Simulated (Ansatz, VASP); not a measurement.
One calculation of Si2Mo, two programs

```
Si Mo
1.0
     4.57444    0.00000    0.00000
    -2.28722    3.96158    0.00000
     0.00000    0.00000    6.56656
Si Mo
6 3
Direct
  0.16417 0.83583 0.83333
  0.32834 0.16417 0.16667
  0.83583 0.67166 0.50000
  0.83583 0.16417 0.83333
  0.67166 0.83583 0.16667
  0.16417 0.32834 0.50000
  0.50000 0.00000 0.50000
  0.00000 0.50000 0.16667
  0.50000 0.50000 0.83333
```

Alike in both runs: functional PBEsol; k mesh 12 × 12 × 6; occupations gaussian, width 0.1 eV; no spin polarisation.

Ansatz relaxed the structure, and its values are those at the end. VASP's run is a single point on that final structure, the one shown.

|  | VASP | Ansatz |
| --- | --- | --- |
| version | VASP 6.6.1 | Ansatz 0.2.0 |
| potentials or method | VASP PAW PBE potentials, release 64 (Si, Mo_sv), cutoff 520 eV | scalar-relativistic, plane waves, PAW |
| valence electrons in the cell | 66 | 66 |

VASP gave:

| Item | Value |
| --- | --- |
| gap on the k mesh at the Fermi level (eV) | 0.03 |
| least direct gap on the mesh (eV) | 0.53 |
| pressure (GPa) | 0.4 |

What did Ansatz give for the same quantities?

gap on the k mesh at the Fermi level (eV): 0.04; least direct gap on the mesh (eV): 0.54; pressure (GPa): 0.0.

VASP's potentials were made for PBE, not for PBEsol.
